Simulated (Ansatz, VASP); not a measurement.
Two plane-wave programs on AlRu

```
Al Ru
1.0
     2.99160    0.00000    0.00000
     0.00000    2.99160    0.00000
     0.00000    0.00000    2.99160
Al Ru
1 1
Direct
  0.98777 0.06233 0.04027
  0.50000 0.50000 0.50000
```

Change from the starting cell: one atom moved.

Alike in both runs: task single point; functional PBEsol; k mesh 12 × 12 × 12; occupations gaussian, width 0.1 eV; no spin polarisation.

|  | VASP | Ansatz |
| --- | --- | --- |
| version | VASP 6.6.1 | Ansatz 0.2.0 |
| potentials or method | VASP PAW PBE potentials, release 64 (Al, Ru_pv), cutoff 520 eV | scalar-relativistic, plane waves, PAW |
| valence electrons in the cell | 17 | 19 |

```tsv
	VASP	Ansatz	Ansatz less VASP
gap on the k mesh at the Fermi level (eV)	none	none	-
pressure (GPa)	0.6	0.5	-0.10
traceless stress, the component that is largest in VASP (GPa)	3.46	3.42	-0.043
rms of the force components (eV/Å)	1.061	1.050	-0.0106
```

VASP's potentials were made for PBE, not for PBEsol. Atom by atom the forces differ by 0.011 eV/Å (rms over components). A gap of «none» marks a metal or a gap that the smearing closes. VASP's potentials hold 17 valence electrons a cell and Ansatz's 19, so a difference there can come from the potentials and not from the codes.
